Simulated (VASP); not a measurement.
BAs, 2 atoms in the cell. Symmetry: I-4m2, No. 119, tetragonal system. The conventional cell has a = 3.378 Å, b = 3.378 Å, c = 4.634 Å, α = 90.00°, β = 90.00°, γ = 90.00°. Within 2.7 Å of B (site symmetry -4m2) lie 4 As at 2.05 Å. As (site symmetry -4m2) has 4 B at 2.05 Å within 2.7 Å.  This cell differs from its parent crystal: zz strain of -3 %.

- Program: VASP 6.6.1
- Task: single point
- Functional: PBE
- Potentials or basis: VASP PAW PBE potentials, release 64 (B, As)
- Cutoff: 520 eV
- k mesh: 15 × 15 × 15
- Occupations: fermi-dirac, width 0.03 eV
- Spin: no spin polarisation
- Dipole correction: no
- Further INCAR settings: ALGO = Normal; EDIFF = 1e-06; NBANDS = 11

Potentials or basis: VASP PAW PBE potentials, release 64 (B, As).

Launch:

```sh
$ cat potpaw_PBE.64/B/POTCAR potpaw_PBE.64/As/POTCAR > POTCAR
$ mpirun -np 1 vasp_std > vasp.out
```

Hardware: 1 thread of Intel(R) Xeon(R) 6975P-C (Granite Rapids), with other jobs on the host.

**Question.** Estimate the wall time of this run.

**Answer.** Run time: 72 s on 1 thread of Intel(R) Xeon(R) 6975P-C (Granite Rapids), with other jobs on the host, peak memory 0.22 GiB. Counts: scf iterations 12, k points 288.
